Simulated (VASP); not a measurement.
Sr:

```
CELL_PARAMETERS angstrom
3.21951 0.00000 0.00000
0.00000 3.21951 0.00000
0.00000 0.00000 3.21951
ATOMIC_POSITIONS crystal
Sr 0.00000 0.00000 0.00000
```

```yaml
Program: VASP 6.6.1
Task: relaxation of cell and atoms
Functional: PBE
Potentials_or_basis: VASP PAW PBE potentials, release 64 (Sr_sv)
Cutoff: 600 eV
k_mesh: 13 × 13 × 13
Occupations: fermi-dirac, width 0.05 eV
Spin: no spin polarisation
```

At the start: pressure 10.2 GPa; volume 33.37 Å³/atom.

Question: How do energy, volume and symmetry change on relaxing?

Answer: Over 6 steps the energy falls by 474.9 meV/atom and the volume is 57.13 Å³/atom (+71.2 %); space group Pm-3m (No. 221, to 0.05 Å).

The path:
```
step  energy change (eV)  largest force (eV/Å)  pressure (GPa)  volume (Å³)
   1              0.0000                0.0000           10.24        33.37
   2             -0.3941                0.0000            2.52        44.76
   3             -0.4595                0.0000            0.90        51.23
   4             -0.4502                0.0000           -0.80        65.99
   5             -0.4747                0.0000           -0.09        57.80
   6             -0.4749                0.0000           -0.01        57.13
```

Final structure:
```
Sr
1.0
     3.85148    0.00000    0.00000
     0.00000    3.85148    0.00000
     0.00000    0.00000    3.85148
Sr
1
Cartesian
  0.0000 0.0000 0.0000
```

Caveat: the volume moved by over 15 % at a fixed basis, so the end points are rough.
